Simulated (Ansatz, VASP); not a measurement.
MnCrSb in VASP and in Ansatz

INCAR

```
ALGO = Fast
EDIFF = 1E-6
ENCUT = 520
GGA = PE
ISIF = 2
ISMEAR = 0
LASPH = True
LCHARG = False
LREAL = False
LWAVE = False
NBANDS = 39
NELM = 60
PREC = Accurate
SIGMA = 0.1
```

Contents of KPOINTS:

```
k-points
0
Gamma
  12 12 6
```

File POSCAR:

```
MnCrSb
1.0
    4.5450843437      0.0000000000      0.0000000000
   -2.2725421718      3.9361585040      0.0000000000
    0.0000000000      0.0000000000      5.5382730000
Mn Cr Sb
2 2 2
Direct
    0.0000000000      0.0000000000      0.0000000000
    0.0000000000      0.0000000000      0.5000000000
    0.6666666667      0.3333333333      0.2500000000
    0.3333333333      0.6666666667      0.7500000000
    0.6666666667      0.3333333333      0.7500000000
    0.3333333333      0.6666666667      0.2500000000
```

Input for Ansatz:

```yaml
crystal:
  lattice:
    - [4.5450843437, 0.0, 0.0]
    - [-2.2725421718, 3.936158504, 0.0]
    - [0.0, 0.0, 5.538273]
  atoms:
    - { symbol: Mn, position: [0.0, 0.0, 0.0] }
    - { symbol: Mn, position: [0.0, 0.0, 0.5] }
    - { symbol: Cr, position: [0.6666666667, 0.3333333333, 0.25] }
    - { symbol: Cr, position: [0.3333333333, 0.6666666667, 0.75] }
    - { symbol: Sb, position: [0.6666666667, 0.3333333333, 0.75] }
    - { symbol: Sb, position: [0.3333333333, 0.6666666667, 0.25] }
basis:
  ecutwfc: 420
kpoints:
  mp_grid: { grid: [12, 12, 6] }
hamiltonian:
  xc: pbe
scf:
  occupations: { method: gaussian, width: 0.1 }
  lower_state_search: "off"
output:
  forces: true
  stress: true
  eigenvalues: true
```

Alike in both runs: task single point; functional PBE; k mesh 12 × 12 × 6; occupations gaussian, width 0.1 eV; no spin polarisation.

|  | VASP | Ansatz |
| --- | --- | --- |
| version | VASP 6.6.1 | Ansatz 0.2.0 |
| potentials or method | VASP PAW PBE potentials, release 64 (Mn_pv, Cr_pv, Sb), cutoff 520 eV | scalar-relativistic, plane waves, PAW |
| valence electrons in the cell | 60 | 88 |

|  | VASP | Ansatz | Ansatz less VASP |
| --- | --- | --- | --- |
| gap on the k mesh at the Fermi level (eV) | none | none | - |
| pressure (GPa) | -15.0 | -15.1 | -0.14 |
| traceless stress, the component that is largest in VASP (GPa) | -5.89 | -5.98 | -0.092 |

A gap of «none» marks a metal or a gap that the smearing closes. VASP's potentials hold 60 valence electrons a cell and Ansatz's 88, so a difference there can come from the potentials and not from the codes.

Neither program's run includes spin-orbit coupling.
